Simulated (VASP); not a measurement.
# TiB (I-4m2) in VASP: notebook

The runs below take TiB through single point, with PBEsol.

All numbers are computed with VASP 6.6.1; they aren't measurements. Logs are shortened: lines on timing, memory, paths and dates and some standing lists are left out, and cuts for length are marked.

## (1) The cell of the first run

Symmetry: I-4m2, No. 119, tetragonal system. Conventional cell: a = 3.261 Å, b = 3.261 Å, c = 5.576 Å, α = 90.00°, β = 90.00°, γ = 90.00°. Within 2.8 Å of Ti (site symmetry -4m2) lie 4 B at 2.15 Å. B (site symmetry -4m2) has 4 Ti at 2.15 Å within 2.8 Å.

## (2) Single point, PBEsol (biaxial strain in the a-b plane: -6.0 %, then relaxed in part)

INCAR reads:

```
ALGO = Normal ; EDIFF = 1E-6
ENCUT = 520 ; GGA = PS
ISIF = 2 ; ISMEAR = 0
LASPH = T ; LCHARG = F
LREAL = F ; LWAVE = F
NBANDS = 23 ; NELM = 60
PREC = Accurate ; SIGMA = 0.1
```

KPOINTS reads:

```
k-points
0
Gamma
  12 12 10
```

POSCAR reads:

```
TiB
1.0
    2.3061414907      2.3061414907      0.0000000000
   -2.3061414907      2.3061414907      0.0000000000
    0.0000000000      0.0000000000      5.5762898084
Ti B
2 2
Direct
    0.5000000000      0.0000000000      0.2500000000
    0.0000000000      0.5000000000      0.7500000000
    0.0000000000      0.0000000000      0.0000000000
    0.5000000000      0.5000000000      0.5000000000
```

Potentials or basis: VASP PAW PBE potentials, release 64 (Ti_sv, B).

Started as:

```
> cat potpaw_PBE.64/Ti_sv/POTCAR potpaw_PBE.64/B/POTCAR > POTCAR
> mpirun -np 1 vasp_std > vasp.out
```

OUTCAR:

```text
EDIFF = 1E-6
   ENCUT = 520
   GGA = PS
   ISIF = 2
   ISMEAR = 0
   LASPH = T
   LREAL = F
   NELM = 60
   PREC = Accurate

 ion  position               nearest neighbor table
   1  0.500  0.000  0.250-   3 2.15   4 2.15   4 2.15   3 2.15
   2  0.000  0.500  0.750-   3 2.15   4 2.15   3 2.15   4 2.15
   3  0.000  0.000  0.000-   1 2.15   2 2.15   2 2.15   1 2.15
   4  0.500  0.500  0.500-   1 2.15   2 2.15   1 2.15   2 2.15

  LATTYP: Found a simple tetragonal cell.
 ALAT       =     3.2613765729
 C/A-ratio  =     1.7097963647

  Lattice vectors:

 A1 = (   2.3061414907,   2.3061414907,   0.0000000000)
 A2 = (  -2.3061414907,   2.3061414907,   0.0000000000)
 A3 = (   0.0000000000,   0.0000000000,   5.5762898084)

Analysis of symmetry for initial positions (statically):
=====================================================================
 Subroutine PRICEL returns following result:

  LATTYP: Found a body centered tetragonal cell.
 ALAT       =     3.2613765729
 C/A-ratio  =     1.7097963647

  Lattice vectors:

 A1 = (   2.3061414907,   0.0000000000,  -2.7881449042)
 A2 = (  -2.3061414907,   0.0000000000,  -2.7881449042)
 A3 = (   0.0000000000,   2.3061414907,   2.7881449042)

   2 primitive cells build up your supercell.

 Routine SETGRP: Setting up the symmetry group for a
 simple tetragonal supercell.

 Subroutine GETGRP returns: Found  8 space group operations
 (whereof  8 operations were pure point group operations)
 out of a pool of 16 trial point group operations.

The static configuration has the point symmetry D_2d.

Analysis of symmetry for dynamics (positions and initial velocities):
=====================================================================
 Subroutine PRICEL returns following result:

  LATTYP: Found a body centered tetragonal cell.
 ALAT       =     3.2613765729
 C/A-ratio  =     1.7097963647

  Lattice vectors:

 A1 = (   2.3061414907,   0.0000000000,  -2.7881449042)
 A2 = (  -2.3061414907,   0.0000000000,  -2.7881449042)
 A3 = (   0.0000000000,   2.3061414907,   2.7881449042)

   2 primitive cells build up your supercell.

 Routine SETGRP: Setting up the symmetry group for a
 simple tetragonal supercell.

 Subroutine GETGRP returns: Found  8 space group operations
 (whereof  8 operations were pure point group operations)
 out of a pool of 16 trial point group operations.

The dynamic configuration has the point symmetry D_2d.

 Subroutine INISYM returns: Found  8 space group operations
 (whereof  8 operations are pure point group operations),
 and found     2 'primitive' translations

----------------------------------------------------------------------------------------

                                     Primitive cell

  volume of cell :      29.6563

  direct lattice vectors                    reciprocal lattice vectors
     2.306141491  0.000000000 -2.788144904     0.216812369  0.216812369 -0.179330708
    -2.306141491  0.000000000 -2.788144904    -0.216812369  0.216812369 -0.179330708
     0.000000000  2.306141491  2.788144904     0.000000000  0.433624738  0.000000000

  length of vectors
     3.618292495  3.618292495  3.618292495     0.355210796  0.355210796  0.433624738

  position of ions in fractional coordinates (direct lattice)
     0.250000000  0.750000000  0.500000000
     0.000000000  0.000000000  0.000000000

  ion indices of the primitive-cell ions
   primitive index   ion index
                 1           1
                 2           3

----------------------------------------------------------------------------------------

 KPOINTS: k-points

Automatic generation of k-mesh.
 Grid dimensions read from file:
 generate k-points for:   12   12   10

 Generating k-lattice:

  Cartesian coordinates                     Fractional coordinates (reciprocal lattice)
     0.018067697  0.018067697  0.000000000     0.083333333  0.000000000  0.000000000
    -0.018067697  0.018067697  0.000000000     0.000000000  0.083333333  0.000000000
     0.000000000  0.000000000  0.017933071     0.000000000  0.000000000  0.100000000

  Length of vectors
     0.025551583  0.025551583  0.017933071

  Shift w.r.t. Gamma in fractional coordinates (k-lattice)
     0.000000000  0.000000000  0.000000000

 Subroutine IBZKPT returns following result:
 ===========================================

 Found    168 irreducible k-points:

 Following reciprocal coordinates:
            Coordinates               Weight
  0.000000  0.000000  0.000000      1.000000
  0.083333  0.000000  0.000000      4.000000
  0.166667  0.000000  0.000000      4.000000
  0.250000  0.000000  0.000000      4.000000
  0.333333  0.000000  0.000000      4.000000
  0.416667  0.000000  0.000000      4.000000
[... 16 lines left out ...]
  0.333333  0.333333  0.000000      4.000000
  0.416667  0.333333  0.000000      8.000000
 [... further k-points ...]
   k-points           NKPTS =    168   k-points in BZ     NKDIM =    168   number of bands    NBANDS=     23
   number of dos      NEDOS =    301   number of ions     NIONS =      4
   total plane-waves  NPLWV =  24192
   dimension x,y,z NGX =    24 NGY =   24 NGZ =   42
   dimension x,y,z NGXF=    48 NGYF=   48 NGZF=   84
   ions per type =               2   2
   NGX,Y,Z   is equivalent  to a cutoff of  12.23, 12.23, 12.52 a.u.
   NGXF,Y,Z  is equivalent  to a cutoff of  24.47, 24.47, 25.04 a.u.
 SYSTEM =  unknown system
   PREC   = accura    normal or accurate (medium, high low for compatibility)
   ISTART =      0    job   : 0-new  1-cont  2-samecut
   ICHARG =      2    charge: 1-file 2-atom 10-const
   ISPIN  =      1    spin polarized calculation?
   LNONCOLLINEAR =      F non collinear calculations
   LSORBIT =      F    spin-orbit coupling
   LASPH  =      T    aspherical Exc in radial PAW
   ENCUT  =  520.0 eV  38.22 Ry    6.18 a.u.   6.06  6.06 10.37*2*pi/ulx,y,z
   NELM   =     60;   NELMIN=  2; NELMDL= -5     # of ELM steps
   EDIFF  = 0.1E-05   stopping-criterion for ELM
   LREAL  =      F    real-space projection
   EDIFFG = 0.1E-04   stopping-criterion for IOM
   NSW    =      0    number of steps for IOM
   IBRION =     -1    ionic relax: 0-MD 1-quasi-New 2-CG
   NFREE  =      0    steps in history (QN), initial steepest desc. (CG)
   ISIF   =      2    stress and relaxation
   ISYM   =      2    0-nonsym 1-usesym 2-fastsym
   POTIM  = 0.5000    time-step for ionic-motion
   TEBEG  =    0.0;   TEEND  =   0.0 temperature during run
   PSTRESS=    0.0 pullay stress
   NELECT =      30.0000    total number of electrons
   NUPDOWN=      -1.0000    fix difference up-down
   EMIN   =  10.00;   EMAX   =-10.00  energy-range for DOS
   EFERMI =   0.00;   METHOD = LEGACY
   ISMEAR =     0;   SIGMA  =   0.10  broadening in eV -4-tet -1-fermi 0-gaus
   EFERMI_NEDOS =   21; number of points for ismear=-14 and -15
   IALGO  =     38    algorithm
   IMIX   =      4    mixing-type and parameters
     AMIX     =   0.40;   BMIX     =  1.00
     AMIX_MAG =   1.60;   BMIX_MAG =  1.00
  volume/ion in A,a.u.               =      14.83       100.07
  Fermi-wavevector in a.u.,A,eV,Ry     =   1.304366  2.464895 23.148557  1.701371
  Thomas-Fermi vector in A             =   2.435307
   LORBIT       =      0    0 simple, 1 ext, 2 COOP (PROOUT), +10 PAW based schemes
   GGA     = PS    functional components
   LHFCALC =     F    Hartree Fock is set to
   AEXX    =    0.0000 exact exchange contribution
   IVDW    =     0    specifies the selected vdW correction
   LEPSILON=     F    determine dielectric tensor
   LRPA    =     F    only Hartree local field effects (RPA)
 non-spin polarized calculation
 Gauss-broadening in eV      SIGMA  =   0.10
  energy-cutoff  :      520.00
  volume of cell :       59.31
 maximum number of plane-waves:      1624
   NGX = 13   NGY = 13   NGZ = 21

 number of electron      30.0000003 magnetization

 Free energy of the ion-electron system (eV)
  ---------------------------------------------------
  ext. energy  EPLUGINS =         0.00000000
  ---------------------------------------------------
  free energy    TOTEN  =       -27.72608155 eV

  energy without entropy =      -27.69920688  energy(sigma->0) =      -27.71264421

 E-fermi :   4.9091     XC(G=0): -10.7167

 val. band max:        4.9047987417   @ k =   0.4167   0.4167   0.0000
 cond. band min:       4.9125969164   @ k =   0.5000   0.3333   0.5000
 fundamental gap:      0.0077981747
 Fermi energy:         4.9090647840

 k-point     1 :       0.0000    0.0000    0.0000
  band No.  band energies     occupation
      1     -51.1265      2.00000
      2     -51.1158      2.00000
      3     -27.5827      2.00000
      4     -27.4736      2.00000
      5     -27.4424      2.00000
      6     -27.4424      2.00000
[... 15 lines left out ...]
     22       8.7955      0.00000
     23       8.7955      0.00000

 k-point     2 :       0.0833    0.0000    0.0000
  band No.  band energies     occupation
      1     -51.1256      2.00000
      2     -51.1153      2.00000
      3     -27.5800      2.00000
      4     -27.4745      2.00000
      5     -27.4508      2.00000
      6     -27.4412      2.00000
[... 15 lines left out ...]
     22       8.9780      0.00000
     23       9.0168      0.00000

 k-point     3 :       0.1667    0.0000    0.0000
  band No.  band energies     occupation
      1     -51.1231      2.00000
      2     -51.1138      2.00000
      3     -27.5721      2.00000
      4     -27.4775      2.00000
      5     -27.4737      2.00000
      6     -27.4492      2.00000
[... 15 lines left out ...]
     22       9.1652      0.00000
     23       9.5019      0.00000
[... 495 lines left out ...]
 k-point    23 :       0.3333    0.3333    0.0000
  band No.  band energies     occupation
      1     -51.1065      2.00000
      2     -51.1039      2.00000
      3     -27.5388      2.00000
      4     -27.5307      2.00000
      5     -27.5180      2.00000
      6     -27.5075      2.00000
[... 15 lines left out ...]
     22       8.9528      0.00000
     23       9.1107      0.00000

 k-point    24 :       0.4167    0.3333    0.0000
  band No.  band energies     occupation
      1     -51.1040      2.00000
      2     -51.1026      2.00000
      3     -27.5522      2.00000
      4     -27.5488      2.00000
      5     -27.5129      2.00000
      6     -27.5079      2.00000
[... 15 lines left out ...]
     22       8.7053      0.00000
     23       8.7624      0.00000

 [... further k-points ...]

------------------------ aborting loop because EDIFF is reached ----------------------------------------

  FORCE on cell =-STRESS in cart. coord.  units (eV):
  Direction    XX          YY          ZZ          XY          YZ          ZX
  --------------------------------------------------------------------------------------
  -------------------------------------------------------------------------------------
  Total       -0.9854742     -0.9854742      0.0595445      0.0000000      0.0000000     -0.0000000
  in kB      -26.6200330    -26.6200330      1.6084398      0.0000000      0.0000000     -0.0000000
  external PRESSURE =     -17.2105421 kB  Pullay stress =       0.0000000 kB

 VOLUME and BASIS-vectors are now :
 -----------------------------------------------------------------------------
  energy-cutoff  :      520.00
  volume of cell :       59.31
      direct lattice vectors                 reciprocal lattice vectors
     2.306141491  2.306141491  0.000000000     0.216812369  0.216812369  0.000000000
    -2.306141491  2.306141491  0.000000000    -0.216812369  0.216812369  0.000000000
     0.000000000  0.000000000  5.576289808     0.000000000  0.000000000  0.179330708

 POSITION                                       TOTAL-FORCE (eV/Angst)
 -----------------------------------------------------------------------------------
      1.15307      1.15307      1.39407        -0.000000     -0.000000      0.000000
     -1.15307      1.15307      4.18222        -0.000000     -0.000000     -0.000000
      0.00000      0.00000      0.00000        -0.000000      0.000000      0.000000
      0.00000      2.30614      2.78814         0.000000      0.000000      0.000000
 -----------------------------------------------------------------------------------
    total drift:                               -0.000000      0.000000     -0.000000

  FREE ENERGIE OF THE ION-ELECTRON SYSTEM (eV)
  ---------------------------------------------------
  free  energy   TOTEN  =       -27.7260815463 eV

  energy  without entropy=      -27.6992068772  energy(sigma->0) =      -27.71264421
```

Run time: 64 s. Hardware: 1 thread of Intel Xeon 6975P-C (Granite Rapids), shared host; peak memory 0.31 GiB.

Results:

- Free energy: -27.7261 eV
- Pressure: -1.7 GPa
- Band gap on the k mesh: zero (bands 15 and 16 overlap by 1.08 eV)

Stress tensor (GPa, compression positive):
```
-2.66  0.00  0.00
 0.00 -2.66  0.00
 0.00  0.00  0.16
```

Caveat: the cell differs from its parent crystal (biaxial strain in the a-b plane: -6.0 %, then relaxed in part); the PAW data sets were made with another functional, which shifts forces and pressure a little.

## (3) Single point, PBEsol (biaxial strain in the a-b plane: +4.0 %)

INCAR reads:

```
SYSTEM = TiB
  PREC = Accurate
  ENCUT = 520
  EDIFF = 1E-6
  ISMEAR = 0
  SIGMA = 0.1
  LREAL = .False.
  LASPH = .True.
  NELM = 60
  ALGO = Normal
  ISIF = 2
  LWAVE = .False.
  LCHARG = .True.
  GGA = PS
  LELF = .True.
  LVHAR = .True.
  NBANDS = 23
```

KPOINTS reads:

```
regular mesh
0
Gamma
  12 12 10
  0 0 0
```

POSCAR reads:

```
TiB
1.0
    2.5514756919      2.5514756919      0.0000000000
   -2.5514756919      2.5514756919      0.0000000000
    0.0000000000      0.0000000000      4.7889236063
Ti B
2 2
Direct
    0.5000000000      0.0000000000      0.2500000000
    0.0000000000      0.5000000000      0.7500000000
    0.0000000000      0.0000000000      0.0000000000
    0.5000000000      0.5000000000      0.5000000000
```

Potentials or basis: VASP PAW PBE potentials, release 64 (Ti_sv, B).

Started as:

```
> cat potpaw_PBE.64/Ti_sv/POTCAR potpaw_PBE.64/B/POTCAR > POTCAR
> mpirun -np 1 vasp_std > vasp.out
```

Wall time 89 s (1 thread of Intel Xeon 6975P-C (Granite Rapids), shared host); peak memory 0.32 GiB.

The run converged. Its results:

* Free energy: -27.6258 eV
* Pressure: -5.4 GPa
* Band gap on the k mesh: zero (bands 15 and 16 overlap by 1.28 eV)

Stress tensor (GPa, compression positive):
```
-4.56  0.00  0.00
 0.00 -4.56  0.00
 0.00  0.00 -7.09
```

Levels at points of the mesh, in eV from the Fermi level:
```csv
k point,band 13,band 14,band 15,band 16,band 17,band 18
"(0.00, 0.00, 0.00)",-0.99,-0.85,0.64,0.64,0.89,1.88
"(0.50, 0.00, 0.00)",-0.91,-0.91,-0.35,-0.35,1.69,1.69
"(0.50, 0.50, 0.00)",0.50,0.50,0.76,0.76,1.06,1.06
"(0.00, 0.00, 0.50)",-0.46,-0.46,-0.46,-0.46,1.35,1.35
"(0.50, 0.00, 0.50)",-0.71,-0.71,-0.36,-0.36,2.34,2.34
"(0.50, 0.50, 0.50)",-0.27,-0.27,0.19,0.19,1.18,1.18
```

Caveat: the cell differs from its parent crystal (biaxial strain in the a-b plane: +4.0 %); the cell stands under tension; the PAW data sets were made with another functional, which shifts forces and pressure a little.
